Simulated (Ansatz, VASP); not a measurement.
Co: VASP beside Ansatz

```xyz
1
Lattice="0.0000 1.6950 1.6950 1.6950 0.0000 1.6950 1.6950 1.6950 0.0000" Properties=species:S:1:pos:R:3 pbc="T T T"
Co    0.0000    0.0000    0.0000
```

Alike in both runs: task single point; functional RPBE; k mesh 17 × 17 × 17; occupations fermi-dirac, width 0.1 eV; no spin polarisation.

|  | VASP | Ansatz |
| --- | --- | --- |
| version | VASP 6.6.1 | Ansatz 0.2.0 |
| potentials or method | VASP PAW PBE potentials, release 64 (Co), cutoff 600 eV | plane waves (420 eV) with PAW, scalar-relativistic |
| valence electrons in the cell | 9 | 17 |

Ansatz gave:

```
pressure (GPa) : 23.6
```

Q: What did VASP give for the same quantities?

A: Pressure (GPa): 22.4.

VASP's potentials were made for PBE, not for RPBE. With one functional, cell and mesh, what is left measures potentials, basis and numerics. VASP's potentials hold 9 valence electrons a cell and Ansatz's 17, so a difference there can come from the potentials and not from the codes.
